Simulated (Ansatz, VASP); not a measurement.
Li2Pt: VASP beside Ansatz

File INCAR:

```
PREC     = Accurate       # precision mode
ENCUT    = 520            # plane-wave cutoff, eV
EDIFF    = 1E-8           # SCF threshold, eV
ISMEAR   = -1             # smearing method
SIGMA    = 0.03           # smearing width, eV
LREAL    = False          # projectors in reciprocal space
LASPH    = True           # aspherical terms in the spheres
NELM     = 60             # most SCF steps
ALGO     = Normal         # electronic algorithm
ISIF     = 2              # what is computed and relaxed
LWAVE    = False          # write WAVECAR
LCHARG   = False          # write CHGCAR
GGA      = CA             # functional
LEFG     = True         
NBANDS   = 15             # bands
```

Contents of KPOINTS:

```
Automatic mesh
0
Gamma
  9 9 12
```

The input POSCAR:

```
Li2Pt
1.0
    4.1859989866     -0.0209299949     -0.0209299949
   -2.1111254006      3.6356464602     -0.0076609098
   -0.0133050000     -0.0133050000      2.6610000000
Li Pt
2 1
Direct
    0.3333333333      0.6666666667      0.5000000000
    0.6666666667      0.3333333333      0.5000000000
    0.0000000000      0.0000000000      0.0000000000
```

Input for Ansatz:

```yaml
crystal:
  lattice:
    - [4.1859989866, -0.0209299949, -0.0209299949]
    - [-2.1111254006, 3.6356464602, -0.0076609098]
    - [-0.013305, -0.013305, 2.661]
  atoms:
    - { symbol: Li, position: [0.3333333333, 0.6666666667, 0.5] }
    - { symbol: Li, position: [0.6666666667, 0.3333333333, 0.5] }
    - { symbol: Pt, position: [0.0, 0.0, 0.0] }
kpoints:
  mp_grid: { grid: [9, 9, 12] }
scf:
  occupations: { method: fermi_dirac, width: 0.03 }
hamiltonian:
  xc: lda
  pseudopotentials: { kind: all_electron, datasets: crystal }
output:
  forces: true
  stress: true
  eigenvalues: true
  efg: { contact_densities: true }
```

Change from the starting cell: equal xy, yz and zx shear strains of -1 %, crystal datasets.

Alike in both runs: task electric field gradients; functional LDA; k mesh 9 × 9 × 12; occupations fermi-dirac, width 0.03 eV; no spin polarisation.

|  | VASP | Ansatz |
| --- | --- | --- |
| version | VASP 6.6.1 | Ansatz 0.2.0 |
| potentials or method | VASP PAW LDA potentials, release 64 (Li_sv, Pt), cutoff 520 eV | all-electron PAW with datasets made for the crystal, scalar-relativistic |

```csv
,VASP,Ansatz,Ansatz less VASP
rms of the force components (eV/Å),0.010,0.010,0.0000
size of Vzz on the site where it differs most (V/Å²),310.4,240.3,-70.13
```

LDA's correlation is that of Perdew and Zunger in VASP and of Perdew and Wang (1992) in Ansatz. Atom by atom the forces differ by 0.000 eV/Å (rms over components). Ansatz ran all-electron here, and VASP with PAW potentials.

Spin-orbit coupling is off throughout. Noted on VASP's run: the cutoff is under 1.25 times that of the potentials, so the pressure is a little rough.
